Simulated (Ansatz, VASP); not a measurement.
Ca8CO: VASP beside Ansatz

The input INCAR:

```
SYSTEM = Ca8CO
  PREC = Accurate
  ENCUT = 520
  EDIFF = 1E-7
  ISMEAR = 0
  SIGMA = 0.1
  LREAL = .FALSE.
  LASPH = .TRUE.
  NELM = 80
  ALGO = Normal
  ISIF = 2
  LWAVE = .FALSE.
  LCHARG = .FALSE.
  LDIPOL = .TRUE.
  IDIPOL = 3
  DIPOL = 0.5 0.5 0.290
  GGA = PE
  NBANDS = 56
```

File KPOINTS:

```
Automatic mesh
0
G
  4 4 1
  0 0 0
```

File POSCAR:

```
Ca8CO
1.0
    7.8132359319      0.0000000000      0.0000000000
    0.0000000000      7.8132359319      0.0000000000
    0.0000000000      0.0000000000     20.6093934330
Ca C O
8 1 1
Direct
    0.2500000000      0.2500000000      0.1940862555
    0.2500000000      0.7500000000      0.1940862555
    0.7500000000      0.2500000000      0.1940862555
    0.7500000000      0.7500000000      0.1940862555
    0.0000000000      0.0000000000      0.3206981057
    0.0000000000      0.5000000000      0.3206981057
    0.5000000000      0.0000000000      0.3206981057
    0.5000000000      0.5000000000      0.3206981057
    0.1770468721      0.7500000000      0.4216229585
    0.3229531279      0.7500000000      0.4216229585
```

Input for Ansatz:

```yaml
crystal:
  lattice:
    - [7.8132359319, 0.0, 0.0]
    - [0.0, 7.8132359319, 0.0]
    - [0.0, 0.0, 20.609393433]
  atoms:
    - { symbol: Ca, position: [0.25, 0.25, 0.1940862555] }
    - { symbol: Ca, position: [0.25, 0.75, 0.1940862555] }
    - { symbol: Ca, position: [0.75, 0.25, 0.1940862555] }
    - { symbol: Ca, position: [0.75, 0.75, 0.1940862555] }
    - { symbol: Ca, position: [0.0, 0.0, 0.3206981057] }
    - { symbol: Ca, position: [0.0, 0.5, 0.3206981057] }
    - { symbol: Ca, position: [0.5, 0.0, 0.3206981057] }
    - { symbol: Ca, position: [0.5, 0.5, 0.3206981057] }
    - { symbol: C, position: [0.1770468721, 0.75, 0.4216229585] }
    - { symbol: O, position: [0.3229531279, 0.75, 0.4216229585] }
basis:
  ecutwfc: 420
kpoints:
  mp_grid: { grid: [4, 4, 1] }
hamiltonian:
  xc: pbe
scf:
  occupations: { method: gaussian, width: 0.1 }
output:
  forces: true
  eigenvalues: true
efield:
  axis: 3
  dipole_correction: true
  ramp_width: 0.04
```

Alike in both runs: task single point; functional PBE; k mesh 4 × 4 × 1; occupations gaussian, width 0.1 eV; no spin polarisation.

```csv
,VASP,Ansatz
version,VASP 6.6.1,Ansatz 0.2.0
potentials or method,"VASP PAW PBE potentials, release 64 (Ca_sv, C, O), cutoff 520 eV","scalar-relativistic, plane waves, PAW"
valence electrons in the cell,90,90
```

|  | VASP | Ansatz | Ansatz less VASP |
| --- | --- | --- | --- |
| gap on the k mesh at the Fermi level (eV) | none | none | - |
| rms of the force components (eV/Å) | 1.096 | 0.857 | -0.2390 |

Atom by atom the forces differ by 0.242 eV/Å (rms over components). A gap of «none» marks a metal or a gap that the smearing closes. The functional is the same, so the differences come from potentials, cutoffs and numerics.

Noted on VASP's run: the standard files for N, O and F lose accuracy on very short bonds.
